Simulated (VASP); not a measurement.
Crystal: MgH2.

```
CELL_PARAMETERS angstrom
-0.01272 0.01644 3.04554
4.47760 -0.05819 -0.01907
-0.05819 4.56582 0.02466
ATOMIC_POSITIONS crystal
Mg 0.98272 0.99091 0.99968
Mg 0.50423 0.50132 0.54042
H 0.01400 0.31249 0.27611
H 0.04509 0.70990 0.71488
H 0.45484 0.79140 0.15827
H 0.49912 0.19398 0.81065
```

* Program: VASP 6.6.1
* Task: relaxation of cell and atoms
* Functional: PBE
* Potentials or basis: VASP PAW PBE potentials, release 64 (Mg, H)
* Cutoff: 600 eV
* k mesh: 6 × 4 × 4
* Occupations: gaussian, width 0.1 eV
* Spin: no spin polarisation

At the start: pressure -0.0 GPa; volume 10.37 Å³/atom.

Task: How do energy, volume and symmetry change on relaxing?

Result: Over 13 steps the energy falls by 50.3 meV/atom and the volume is 10.21 Å³/atom (-1.6 %); space group P4_2/mnm (No. 136, to 0.05 Å).

The path:
| step | energy change (eV) | largest force (eV/Å) | pressure (GPa) | volume (Å³) |
| --- | --- | --- | --- | --- |
| 1 | 0.0000 | 0.9646 | 0.00 | 62.25 |
| 2 | -0.1380 | 0.6923 | -0.51 | 62.25 |
| 3 | -0.2422 | 0.3817 | -0.66 | 62.22 |
| 4 | -0.2424 | 0.3639 | -0.68 | 62.22 |
| 5 | -0.2639 | 0.2693 | -0.27 | 61.67 |
| 6 | -0.2815 | 0.2237 | 0.82 | 60.45 |
| 7 | -0.2947 | 0.1486 | 0.30 | 60.93 |
| 8 | -0.2974 | 0.1105 | -0.05 | 61.27 |
| 9 | -0.3007 | 0.0339 | -0.03 | 61.26 |
| 10 | -0.3009 | 0.0310 | -0.02 | 61.26 |
| 11 | -0.3012 | 0.0207 | 0.01 | 61.23 |
| 12 | -0.3014 | 0.0183 | 0.06 | 61.20 |
| 13 | -0.3016 | 0.0066 | -0.03 | 61.28 |

Final structure:
```
CELL_PARAMETERS angstrom
-0.00075 0.00025 3.00911
4.50864 -0.00008 0.00004
-0.00026 4.51710 0.00080
ATOMIC_POSITIONS crystal
Mg 0.99959 0.99997 0.00027
Mg 0.50050 0.50024 0.50018
H 0.00032 0.30333 0.30587
H 0.00038 0.69728 0.69397
H 0.49965 0.80268 0.19410
H 0.49956 0.19650 0.80561
```
